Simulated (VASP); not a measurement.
Input of a VASP 6.6.1 run:

Contents of INCAR:

```
PREC = Accurate
ENCUT = 600
EDIFF = 1E-7
ISMEAR = -1
SIGMA = 0.05
LREAL = F
LASPH = T
NELM = 100
ALGO = Normal
ISIF = 3
LWAVE = F
LCHARG = F
GGA = PS
IBRION = 2
NSW = 60
EDIFFG = -0.01
```

The input KPOINTS:

```
regular mesh
0
Gamma
  9 9 9
```

File POSCAR:

```
Se
1.0
    2.8105630200      0.0000000000      0.0000000000
    0.0000000000      2.8105630200      0.0000000000
    0.0000000000      0.0000000000      2.8105630200
Se
1
Direct
    0.0000000000      0.0000000000      0.0000000000
```

Potentials or basis: VASP PAW PBE potentials, release 64 (Se).

The run is started by

```bash
$ cat potpaw_PBE.64/Se/POTCAR > POTCAR
$ mpirun -np 1 vasp_std > vasp.out
```

Task: Predict the relaxed cell.

Result: a = 2.792 Å, b = 2.792 Å, c = 2.792 Å, α = 90.00°, β = 90.00°, γ = 90.00°.

Task: What does it give for the band gap on the k mesh?

Result: Zero (band 3 reaches 7.96 eV, above the bottom of band 4 at 1.70 eV).

Task: Predict the space group after relaxing (to 0.05 Å).

Result: Pm-3m (No. 221).

Task: Predict the relaxed volume.

Result: 21.76 Å³/atom.

Step by step:
```tsv
step	energy change (eV)	largest force (eV/Å)	pressure (GPa)	volume (Å³)
1	0.0000	0.0000	-1.52	22.20
2	-0.0015	0.0000	0.86	21.53
3	-0.0021	0.0000	0.00	21.76
```

Caveat: the PAW data sets were made with another functional, which shifts forces and pressure a little.
